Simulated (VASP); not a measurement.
# Mn: single point with revPBE

The system is Mn.

```xyz
2
Lattice="2.4306 0.0000 0.0000 -1.2153 2.1050 0.0000 0.0000 0.0000 3.9462" Properties=species:S:1:pos:R:3 pbc="T T T"
Mn    0.0000    1.4033    0.9866
Mn    1.2153    0.7017    2.9597
```

This cell differs from its parent crystal: volume scaled by 0.92.

```yaml
Program: VASP 6.6.1
Task: single point
Functional: revPBE
Potentials_or_basis: VASP PAW PBE potentials, release 64 (Mn_pv)
Cutoff: 520 eV
k_mesh: 16 × 16 × 9
Occupations: fermi-dirac, width 0.05 eV
Spin: collinear spin, antiferromagnetic start
Starting_moments: "[0.7, -0.7] μB"
```

```json
{"Pressure": "23.2 GPa", "Band gap on the k mesh": "zero (filled and empty bands overlap)", "Net moment": "0.00 μB per cell", "Valence electrons inside the program's atomic spheres": "Mn 12.11"}
```

Stress tensor (GPa, compression positive):
```
23.71  0.00  0.00
 0.00 23.71  0.00
 0.00  0.00 22.15
```

Levels at points of the mesh, in eV from the Fermi level:
Spin up:
```
           k point  band 9  band 10  band 11  band 12  band 13  band 14  band 15  band 16  band 17  band 18
(0.00, 0.00, 0.00)   -1.09    -1.04    -1.04    -0.53    -0.53     0.06     0.06     0.78     1.75     1.75
(0.50, 0.00, 0.00)   -4.02    -1.38    -1.25    -1.02    -0.46     1.99     2.13     2.23     3.89     6.15
```
Spin down:
```
           k point  band 11  band 12  band 13  band 14  band 15  band 16
(0.00, 0.00, 0.00)    -1.04    -0.53    -0.53     0.06     0.06     0.78
(0.50, 0.00, 0.00)    -1.25    -1.02    -0.46     1.99     2.13     2.23
```

Wall time 8.6 min on 1 thread of AMD EPYC 7R13 (shared host), peak memory 0.18 GiB.

Caveat: the PAW data sets were made with another functional, which shifts forces and pressure a little.
